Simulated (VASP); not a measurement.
AlN:

```xyz
4
Lattice="3.1130 0.0000 0.0000 -1.5565 2.6959 0.0000 0.0000 0.0000 4.9810" Properties=species:S:1:pos:R:3 pbc="T T T"
Al    1.5565    0.8986    2.4905
Al    0.0000    1.7973    0.0000
N     1.5565    0.8986    4.3833
N     0.0000    1.7973    1.8928
```

```yaml
Program: VASP 6.6.1
Task: relaxation of cell and atoms
Functional: BLYP
Potentials_or_basis: VASP PAW PBE potentials, release 64 (Al, N)
Cutoff: 600 eV
k_mesh: 10 × 10 × 6
Occupations: fermi-dirac, width 0.05 eV
Spin: no spin polarisation
```

At the start: pressure 6.9 GPa; volume 10.45 Å³/atom.

Task: Where does the relaxation end?

Result: Over 6 steps the energy falls by 8.0 meV/atom and the volume is 10.81 Å³/atom (+3.5 %); space group P6_3mc (No. 186, to 0.05 Å).

The path:
```
step  energy change (eV)  largest force (eV/Å)  pressure (GPa)  volume (Å³)
   1              0.0000                0.1149            6.90        41.80
   2             -0.0094                0.1025           -5.21        44.58
   3             -0.0321                0.0183           -0.03        43.28
   4             -0.0320                0.0161            0.10        43.25
   5             -0.0321                0.0060            0.09        43.25
   6             -0.0321                0.0022            0.09        43.26
```

Final structure:
```
Al N
1.0
     3.14341    0.00000    0.00000
    -1.57170    2.72227    0.00000
     0.00000    0.00000    5.05506
Al N
2 2
Cartesian
  1.5717 0.9074 2.5259
  0.0000 1.8148 5.0534
  1.5717 0.9074 4.4501
  0.0000 1.8148 1.9226
```

Caveat: the PAW data sets were made with another functional, which shifts forces and pressure a little.
